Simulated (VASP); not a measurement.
Input of a VASP 6.6.1 run:

The input INCAR:

```
ALGO = Normal
EDIFF = 1E-6
ENCUT = 520
GGA = PS
GGA_COMPAT = False
ISIF = 2
ISMEAR = 0
LASPH = True
LCHARG = False
LORBIT = 11
LORBMOM = True
LREAL = False
LSORBIT = True
LWAVE = False
MAGMOM = 0 0 0 0 0 0
NBANDS = 28
NELM = 150
PREC = Accurate
SIGMA = 0.01
```

File KPOINTS:

```
k-points
0
Gamma
  8 8 8
```

POSCAR

```
SrO
1.0
    0.0000000000      2.5614439114      2.5742511309
    2.5614439114      0.0000000000      2.5742511309
    2.5614439114      2.5614439114      0.0000000000
Sr O
1 1
Direct
    0.5000000000      0.5000000000      0.5000000000
    0.0000000000      0.0000000000      0.0000000000
```

Potentials or basis: VASP PAW PBE potentials, release 64 (Sr_sv, O).

Command:

```sh
$ cat potpaw_PBE.64/Sr_sv/POTCAR potpaw_PBE.64/O/POTCAR > POTCAR
$ mpirun -np 1 vasp_ncl > vasp.out
```

Estimate the pressure.

0.1 GPa.

Estimate the net moment.

0.00 μB per cell.

Moments on the atoms (μB; x, y, z):
```
Sr  0.00 0.00 0.00
O   0.00 0.00 0.00
```

Caveat: the cell differs from its parent crystal (z stretched by +0.5 %, x and y held); the PAW data sets were made with another functional, which shifts forces and pressure a little.
